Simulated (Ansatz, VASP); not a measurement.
## One calculation of MnSb, two programs

File INCAR:

```
SYSTEM = MnSb
PREC = Accurate ; ENCUT = 500
EDIFF = 1E-6 ; ISMEAR = 0
SIGMA = 0.05 ; LREAL = .FALSE.
LASPH = .TRUE. ; NELM = 200
ALGO = Normal ; ISIF = 2
LWAVE = .FALSE. ; LCHARG = .FALSE.
ISPIN = 2 ; MAGMOM = 3.5 0
LORBIT = 11 ; LMAXMIX = 4
GGA = PS ; NBANDS = 20
GGA_COMPAT = .FALSE.
```

Contents of KPOINTS:

```
Automatic mesh
0
G
  10 10 10
  0 0 0
```

Contents of POSCAR:

```
MnSb
1.0
    0.0000000000      3.0358397498      3.0358397498
    3.0358397498      0.0000000000      3.0358397498
    3.0358397498      3.0358397498      0.0000000000
Mn Sb
1 1
Direct
    0.0000000000      0.0000000000      0.0000000000
    0.2500000000      0.2500000000      0.2500000000
```

Input for Ansatz:

```yaml
crystal:
  lattice:
    - [0.0, 3.0358397498, 3.0358397498]
    - [3.0358397498, 0.0, 3.0358397498]
    - [3.0358397498, 3.0358397498, 0.0]
  atoms:
    - { symbol: Mn, position: [0.0, 0.0, 0.0], spin: 3.5 }
    - { symbol: Sb, position: [0.25, 0.25, 0.25] }
basis:
  ecutwfc: 420
  ecutrho_ratio: 4
kpoints:
  mp_grid: { grid: [10, 10, 10] }
hamiltonian:
  xc: pbesol
scf:
  occupations: { method: gaussian, width: 0.05 }
  n_extra_bands: 32
output:
  forces: true
  stress: true
  write_density: true
  write_potential: true
  elf: true
  volumetric_format: npy
magnetization:
  spin_polarized: true
```

Alike in both runs: task single point; functional PBEsol; k mesh 10 × 10 × 10; occupations gaussian, width 0.05 eV; collinear spin.

|  | VASP | Ansatz |
| --- | --- | --- |
| version | VASP 6.6.1 | Ansatz 0.2.0 |
| potentials or method | VASP PAW PBE potentials, release 64 (Mn_pv, Sb), cutoff 500 eV | scalar-relativistic, plane waves, PAW |
| valence electrons in the cell | 18 | 30 |

|  | VASP | Ansatz | Ansatz less VASP |
| --- | --- | --- | --- |
| gap on the k mesh at the Fermi level (eV) | none | none | - |
| pressure (GPa) | 0.0 | 0.0 | -0.05 |
| net moment per atom (μB) | 2.00 | 2.00 | +0.001 |
| size of the moment on the site where the two differ most (μB) | 3.83 | 3.79 | -0.036 |

VASP's potentials were made for PBE, not for PBEsol. Site moments also hang on the region over which each program counts them. A gap of «none» marks a metal or a gap that the smearing closes. VASP's potentials hold 18 valence electrons a cell and Ansatz's 30, so a difference there can come from the potentials and not from the codes.

Spin-orbit coupling is off throughout.
